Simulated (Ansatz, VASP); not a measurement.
One calculation of SnO2, two programs

File INCAR:

```
  PREC = Accurate
  ENCUT = 520
  EDIFF = 1E-6
  ISMEAR = 0
  SIGMA = 0.05
  LREAL = False
  LASPH = True
  NELM = 80
  ALGO = Normal
  ISIF = 2
  LWAVE = False
  LCHARG = True
  GGA = PE
  LELF = True
  LVHAR = True
  NBANDS = 20
```

KPOINTS

```
regular mesh
0
Gamma
  12 12 12
```

File POSCAR:

```
SnO2
1.0
    1.6310229378      0.9416715322      4.9616252294
   -1.6310229378      0.9416715322      4.9616252294
    0.0000000000     -1.8833430644      4.9616252294
Sn O
1 2
Direct
    0.5000000000      0.5000000000      0.5000000000
    0.2348826742      0.2348826742      0.2348826742
    0.7651173258      0.7651173258      0.7651173258
```

Input for Ansatz:

```yaml
crystal:
  lattice:
    - [1.6310229378, 0.9416715322, 4.9616252294]
    - [-1.6310229378, 0.9416715322, 4.9616252294]
    - [0.0, -1.8833430644, 4.9616252294]
  atoms:
    - { symbol: Sn, position: [0.5, 0.5, 0.5] }
    - { symbol: O, position: [0.2348826742, 0.2348826742, 0.2348826742] }
    - { symbol: O, position: [0.7651173258, 0.7651173258, 0.7651173258] }
basis:
  ecutwfc: 520.0
kpoints:
  mp_grid: { grid: [12, 12, 12] }
hamiltonian:
  xc: pbe
  pseudopotentials: { kind: paw, azcp: { folder: soft_1 } }
scf:
  occupations: { method: gaussian, width: 0.05 }
output:
  forces: true
  stress: true
  eigenvalues: true
```

Alike in both runs: task single point; functional PBE; k mesh 12 × 12 × 12; occupations gaussian, width 0.05 eV; no spin polarisation.

|  | VASP | Ansatz |
| --- | --- | --- |
| version | VASP 6.6.1 | Ansatz 0.2.0 |
| potentials or method | VASP PAW PBE potentials, release 64 (Sn_d, O), cutoff 520 eV | scalar-relativistic, plane waves, PAW |
| valence electrons in the cell | 26 | 26 |

Ansatz gave:

- gap on the k mesh at the Fermi level (eV): 1.86
- least direct gap on the mesh (eV): 2.01
- pressure (GPa): -3.4
- traceless stress, the component that is largest in VASP (GPa): 1.42
- rms of the force components (eV/Å): 0.125

Estimate VASP's values.

gap on the k mesh at the Fermi level (eV): 1.84; least direct gap on the mesh (eV): 2.00; pressure (GPa): -2.9; traceless stress, the component that is largest in VASP (GPa): 1.08; rms of the force components (eV/Å): 0.101.

Atom by atom the forces differ by 0.024 eV/Å (rms over components).
